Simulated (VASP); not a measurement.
# BeTe (F-43m) in VASP: notebook

BeTe is run at these levels: PBE, r2SCAN+rVV10, LDA; tasks: single point, relaxation of cell and atoms.

All numbers are computed with VASP 6.6.1; they aren't measurements. Logs are shortened: lines on timing, memory, paths and dates and some standing lists are left out, and cuts for length are marked.

## Step 1: The cell of the first run

The structure is cubic, space group F-43m (No. 216). Conventional cell: a = 5.540 Å, b = 5.540 Å, c = 5.540 Å, α = 90.00°, β = 90.00°, γ = 90.00°. Te (site symmetry -43m) has 4 Be at 2.40 Å within 3.2 Å. Within 3.2 Å of Be (site symmetry -43m) lie 4 Te at 2.40 Å.

## Step 2: Single point, PBE

INCAR

```
PREC = Accurate ; ENCUT = 520
EDIFF = 1E-6 ; ISMEAR = -1
SIGMA = 0.05 ; LREAL = False
LASPH = True ; NELM = 100
ALGO = Normal ; ISIF = 2
LWAVE = False ; LCHARG = False
GGA = PE ; NBANDS = 11
```

KPOINTS

```
regular mesh
0
Gamma
  15 15 15
```

POSCAR

```
BeTe
1.0
    0.0000000000      2.7700000000      2.7700000000
    2.7700000000      0.0000000000      2.7700000000
    2.7700000000      2.7700000000      0.0000000000
Te Be
1 1
Direct
    0.7500000000      0.7500000000      0.7500000000
    0.0000000000      0.0000000000      0.0000000000
```

Potentials or basis: VASP PAW PBE potentials, release 64 (Te, Be).

Command:

```
cat potpaw_PBE.64/Te/POTCAR potpaw_PBE.64/Be/POTCAR > POTCAR
mpirun -np 1 vasp_std > vasp.out
```

OUTCAR:

```text
PREC = Accurate
   ENCUT = 520
   EDIFF = 1E-6
   ISMEAR = -1
   LREAL = False
   LASPH = True
   NELM = 100
   ISIF = 2
   GGA = PE

 ion  position               nearest neighbor table
   1  0.750  0.750  0.750-   2 2.40   2 2.40   2 2.40   2 2.40
   2  0.000  0.000  0.000-   1 2.40   1 2.40   1 2.40   1 2.40

  LATTYP: Found a face centered cubic cell.
 ALAT       =     5.5400000000

  Lattice vectors:

 A1 = (   0.0000000000,   2.7700000000,   2.7700000000)
 A2 = (   2.7700000000,   0.0000000000,   2.7700000000)
 A3 = (   2.7700000000,   2.7700000000,   0.0000000000)

Analysis of symmetry for initial positions (statically):
=====================================================================
 Subroutine PRICEL returns:
 Original cell was already a primitive cell.

 Routine SETGRP: Setting up the symmetry group for a
 face centered cubic supercell.

 Subroutine GETGRP returns: Found 24 space group operations
 (whereof 24 operations were pure point group operations)
 out of a pool of 48 trial point group operations.

The static configuration has the point symmetry T_d .

Analysis of symmetry for dynamics (positions and initial velocities):
=====================================================================
 Subroutine PRICEL returns:
 Original cell was already a primitive cell.

 Routine SETGRP: Setting up the symmetry group for a
 face centered cubic supercell.

 Subroutine GETGRP returns: Found 24 space group operations
 (whereof 24 operations were pure point group operations)
 out of a pool of 48 trial point group operations.

The dynamic configuration has the point symmetry T_d .

 Subroutine INISYM returns: Found 24 space group operations
 (whereof 24 operations are pure point group operations),
 and found     1 'primitive' translations

----------------------------------------------------------------------------------------

                                     Primitive cell

  volume of cell :      42.5079

  direct lattice vectors                    reciprocal lattice vectors
     0.000000000  2.770000000  2.770000000    -0.180505415  0.180505415  0.180505415
     2.770000000  0.000000000  2.770000000     0.180505415 -0.180505415  0.180505415
     2.770000000  2.770000000  0.000000000     0.180505415  0.180505415 -0.180505415

  length of vectors
     3.917371568  3.917371568  3.917371568     0.312644550  0.312644550  0.312644550

  position of ions in fractional coordinates (direct lattice)
     0.750000000  0.750000000  0.750000000
     0.000000000  0.000000000  0.000000000

  ion indices of the primitive-cell ions
   primitive index   ion index
                 1           1
                 2           2

----------------------------------------------------------------------------------------

 KPOINTS: regular mesh

Automatic generation of k-mesh.
 Grid dimensions read from file:
 generate k-points for:   15   15   15

 Generating k-lattice:

  Cartesian coordinates                     Fractional coordinates (reciprocal lattice)
    -0.012033694  0.012033694  0.012033694     0.066666667  0.000000000  0.000000000
     0.012033694 -0.012033694  0.012033694     0.000000000  0.066666667  0.000000000
     0.012033694  0.012033694 -0.012033694     0.000000000  0.000000000  0.066666667

  Length of vectors
     0.020842970  0.020842970  0.020842970

  Shift w.r.t. Gamma in fractional coordinates (k-lattice)
     0.000000000  0.000000000  0.000000000

 Subroutine IBZKPT returns following result:
 ===========================================

 Found    120 irreducible k-points:

 Following reciprocal coordinates:
            Coordinates               Weight
  0.000000  0.000000  0.000000      1.000000
  0.066667  0.000000  0.000000      8.000000
  0.133333  0.000000  0.000000      8.000000
  0.200000  0.000000  0.000000      8.000000
  0.266667  0.000000  0.000000      8.000000
  0.333333  0.000000  0.000000      8.000000
[... 16 lines left out ...]
  0.133333  0.133333  0.000000      6.000000
  0.200000  0.133333  0.000000     24.000000
 [... further k-points ...]
   k-points           NKPTS =    120   k-points in BZ     NKDIM =    120   number of bands    NBANDS=     11
   number of dos      NEDOS =    301   number of ions     NIONS =      2
   total plane-waves  NPLWV =  27000
   dimension x,y,z NGX =    30 NGY =   30 NGZ =   30
   dimension x,y,z NGXF=    60 NGYF=   60 NGZF=   60
   ions per type =               1   1
   NGX,Y,Z   is equivalent  to a cutoff of  12.73, 12.73, 12.73 a.u.
   NGXF,Y,Z  is equivalent  to a cutoff of  25.46, 25.46, 25.46 a.u.
 SYSTEM =  unknown system
   PREC   = accura    normal or accurate (medium, high low for compatibility)
   ISTART =      0    job   : 0-new  1-cont  2-samecut
   ICHARG =      2    charge: 1-file 2-atom 10-const
   ISPIN  =      1    spin polarized calculation?
   LNONCOLLINEAR =      F non collinear calculations
   LSORBIT =      F    spin-orbit coupling
   LASPH  =      T    aspherical Exc in radial PAW
   ENCUT  =  520.0 eV  38.22 Ry    6.18 a.u.   7.28  7.28  7.28*2*pi/ulx,y,z
   NELM   =    100;   NELMIN=  2; NELMDL= -5     # of ELM steps
   EDIFF  = 0.1E-05   stopping-criterion for ELM
   LREAL  =      F    real-space projection
   EDIFFG = 0.1E-04   stopping-criterion for IOM
   NSW    =      0    number of steps for IOM
   IBRION =     -1    ionic relax: 0-MD 1-quasi-New 2-CG
   NFREE  =      0    steps in history (QN), initial steepest desc. (CG)
   ISIF   =      2    stress and relaxation
   ISYM   =      2    0-nonsym 1-usesym 2-fastsym
   POTIM  = 0.5000    time-step for ionic-motion
   TEBEG  =    0.0;   TEEND  =   0.0 temperature during run
   PSTRESS=    0.0 pullay stress
   NELECT =       8.0000    total number of electrons
   NUPDOWN=      -1.0000    fix difference up-down
   EMIN   =  10.00;   EMAX   =-10.00  energy-range for DOS
   EFERMI =   0.00;   METHOD = LEGACY
   ISMEAR =    -1;   SIGMA  =   0.05  broadening in eV -4-tet -1-fermi 0-gaus
   EFERMI_NEDOS =   21; number of points for ismear=-14 and -15
   IALGO  =     38    algorithm
   IMIX   =      4    mixing-type and parameters
     AMIX     =   0.40;   BMIX     =  1.00
     AMIX_MAG =   1.60;   BMIX_MAG =  1.00
  volume/ion in A,a.u.               =      21.25       143.43
  Fermi-wavevector in a.u.,A,eV,Ry     =   0.938170  1.772885 11.975354  0.880164
  Thomas-Fermi vector in A             =   2.065355
   LORBIT       =      0    0 simple, 1 ext, 2 COOP (PROOUT), +10 PAW based schemes
   GGA     = PE    functional components
   LHFCALC =     F    Hartree Fock is set to
   AEXX    =    0.0000 exact exchange contribution
   IVDW    =     0    specifies the selected vdW correction
   LEPSILON=     F    determine dielectric tensor
   LRPA    =     F    only Hartree local field effects (RPA)
 non-spin polarized calculation
  energy-cutoff  :      520.00
  volume of cell :       42.51
 maximum number of plane-waves:      1167
 NGX is ok and might be reduce to    30
   NGX = 15   NGY = 15   NGZ = 15

 number of electron       8.0000000 magnetization

 Free energy of the ion-electron system (eV)
  ---------------------------------------------------
  ext. energy  EPLUGINS =         0.00000000
  ---------------------------------------------------
  free energy    TOTEN  =        -7.58552385 eV

  energy without entropy =       -7.58552385  energy(sigma->0) =       -7.58552385

 E-fermi :   6.6332     XC(G=0):  -9.2571

 val. band max:        5.6641209342   @ k =   0.0000   0.0000   0.0000
 cond. band min:       7.5252415703   @ k =   0.4667   0.4667   0.0000
 fundamental gap:      1.8611206361
 Fermi energy:         6.6332301881

 k-point     1 :       0.0000    0.0000    0.0000
  band No.  band energies     occupation
      1      -6.9708      2.00000
      2       5.6641      2.00000
      3       5.6641      2.00000
      4       5.6641      2.00000
      5       9.2285      0.00000
      6       9.2285      0.00000
      7       9.2285      0.00000
      8       9.8552      0.00000
      9      14.0506      0.00000
     10      16.0117      0.00000
     11      16.0117      0.00000

 k-point     2 :       0.0667    0.0000    0.0000
  band No.  band energies     occupation
      1      -6.9252      2.00000
      2       5.1770      2.00000
      3       5.5822      2.00000
      4       5.5822      2.00000
      5       9.3015      0.00000
      6       9.3467      0.00000
      7       9.3467      0.00000
      8      10.2396      0.00000
      9      14.1875      0.00000
     10      15.5211      0.00000
     11      15.5211      0.00000

 k-point     3 :       0.1333    0.0000    0.0000
  band No.  band energies     occupation
      1      -6.7908      2.00000
      2       4.1431      2.00000
      3       5.3761      2.00000
      4       5.3761      2.00000
      5       9.2692      0.00000
      6       9.6395      0.00000
      7       9.6395      0.00000
      8      11.2093      0.00000
      9      14.5152      0.00000
     10      14.9596      0.00000
     11      14.9596      0.00000

 k-point     4 :       0.2000    0.0000    0.0000
  band No.  band energies     occupation
      1      -6.5759      2.00000
      2       2.9975      2.00000
      3       5.1208      2.00000
      4       5.1208      2.00000
      5       9.1709      0.00000
      6       9.9671      0.00000
      7       9.9671      0.00000
      8      12.2691      0.00000
      9      14.6862      0.00000
     10      14.6862      0.00000
     11      14.7520      0.00000

 k-point     5 :       0.2667    0.0000    0.0000
  band No.  band energies     occupation
      1      -6.2977      2.00000
      2       1.9091      2.00000
      3       4.8744      2.00000
      4       4.8744      2.00000
      5       9.0647      0.00000
      6      10.1934      0.00000
      7      10.1934      0.00000
      8      13.1301      0.00000
      9      14.8105      0.00000
     10      14.8105      0.00000
     11      14.8393      0.00000
[... 211 lines left out ...]
 k-point    21 :      -0.1333    0.0667    0.0000
  band No.  band energies     occupation
      1      -6.6884      2.00000
      2       3.7068      2.00000
      3       4.8121      2.00000
      4       5.4400      2.00000
      5       9.4535      0.00000
      6       9.5864      0.00000
      7       9.9791      0.00000
      8      11.6342      0.00000
      9      14.3214      0.00000
     10      14.6229      0.00000
     11      15.3729      0.00000

 k-point    22 :      -0.0667    0.0667    0.0000
  band No.  band energies     occupation
      1      -6.8499      2.00000
      2       4.6749      2.00000
      3       5.1775      2.00000
      4       5.5898      2.00000
      5       9.3626      0.00000
      6       9.4183      0.00000
      7       9.6236      0.00000
      8      10.7777      0.00000
      9      14.3686      0.00000
     10      14.8163      0.00000
     11      15.4723      0.00000

 k-point    23 :       0.1333    0.1333    0.0000
  band No.  band energies     occupation
      1      -6.7304      2.00000
      2       4.4257      2.00000
      3       4.8667      2.00000
      4       4.8667      2.00000
      5       8.7927      0.00000
      6      10.3769      0.00000
      7      10.3769      0.00000
      8      10.8824      0.00000
      9      13.7310      0.00000
     10      15.0146      0.00000
     11      16.2934      0.00000

 k-point    24 :       0.2000    0.1333    0.0000
  band No.  band energies     occupation
      1      -6.5713      2.00000
      2       3.5993      2.00000
      3       4.5739      2.00000
      4       4.7071      2.00000
      5       8.7766      0.00000
      6      10.4810      0.00000
      7      10.8390      0.00000
      8      11.2907      0.00000
      9      13.7998      0.00000
     10      15.4083      0.00000
     11      16.1455      0.00000

 [... further k-points ...]

------------------------ aborting loop because EDIFF is reached ----------------------------------------

  FORCE on cell =-STRESS in cart. coord.  units (eV):
  Direction    XX          YY          ZZ          XY          YZ          ZX
  --------------------------------------------------------------------------------------
  -------------------------------------------------------------------------------------
  Total        1.1801048      1.1801048      1.1801048      0.0000000      0.0000000      0.0000000
  in kB       44.4796999     44.4796999     44.4796999      0.0000000      0.0000000      0.0000000
  external PRESSURE =      44.4796999 kB  Pullay stress =       0.0000000 kB

 VOLUME and BASIS-vectors are now :
 -----------------------------------------------------------------------------
  energy-cutoff  :      520.00
  volume of cell :       42.51
      direct lattice vectors                 reciprocal lattice vectors
     0.000000000  2.770000000  2.770000000    -0.180505415  0.180505415  0.180505415
     2.770000000  0.000000000  2.770000000     0.180505415 -0.180505415  0.180505415
     2.770000000  2.770000000  0.000000000     0.180505415  0.180505415 -0.180505415

 POSITION                                       TOTAL-FORCE (eV/Angst)
 -----------------------------------------------------------------------------------
      4.15500      4.15500      4.15500         0.000000      0.000000      0.000000
      0.00000      0.00000      0.00000        -0.000000     -0.000000     -0.000000
 -----------------------------------------------------------------------------------
    total drift:                               -0.000000     -0.000000     -0.000000

  FREE ENERGIE OF THE ION-ELECTRON SYSTEM (eV)
  ---------------------------------------------------
  free  energy   TOTEN  =        -7.5855238525 eV

  energy  without entropy=       -7.5855238524  energy(sigma->0) =       -7.58552385
```

Run time: 45 s. Hardware: 1 thread of Intel Xeon 6975P-C, shared host; peak memory 0.21 GiB.

Results:

| Property | Result |
| --- | --- |
| Free energy | -7.5855 eV |
| Pressure | 4.4 GPa |
| Band gap on the k mesh | 1.86 eV, indirect (least direct gap 3.56 eV) |

Levels at points of the mesh, in eV from the valence-band top:
| k point | band 2 | band 3 | band 4 | band 5 | band 6 | band 7 |
| --- | --- | --- | --- | --- | --- | --- |
| (0.00, 0.00, 0.00) | 0.00 | 0.00 | 0.00 | 3.56 | 3.56 | 3.56 |

Caveat: spin-orbit coupling is left out, which moves the levels of the heavy elements. A k mesh can miss the band edges.

## Step 3: Single point, PBE, non-collinear spin, zero start, spin-orbit coupling

INCAR

```
  PREC = Accurate
  ENCUT = 520
  EDIFF = 1E-7
  ISMEAR = -1
  SIGMA = 0.05
  LREAL = False
  LASPH = True
  NELM = 150
  ALGO = Normal
  ISIF = 2
  LWAVE = False
  LCHARG = False
  MAGMOM = 0 0 0 0 0 0
  LORBIT = 11
  LSORBIT = True
  GGA_COMPAT = False
  LORBMOM = True
  GGA = PE
  NBANDS = 20
```

KPOINTS

```
Automatic mesh
0
Gamma
  8 8 8
```

POSCAR is that of step 2.

Potentials or basis: VASP PAW PBE potentials, release 64 (Te, Be).

Command:

```
cat potpaw_PBE.64/Te/POTCAR potpaw_PBE.64/Be/POTCAR > POTCAR
mpirun -np 1 vasp_ncl > vasp.out
```

Wall time 1.7 min (1 thread of Intel Xeon 6975P-C, shared host); peak memory 0.3 GiB.

Results (log left out):

| Item | Value |
| --- | --- |
| Free energy | -7.6695 eV |
| Pressure | 4.5 GPa |
| Net moment | 0.00 μB per cell |
| Valence electrons inside the program's atomic spheres | Te 3.54; Be 1.00 |

Moments on the atoms (μB; x, y, z):
```
Te  0.00 0.00 0.00
Be  0.00 0.00 0.00
```

(Part 1 of 2 ends here.)
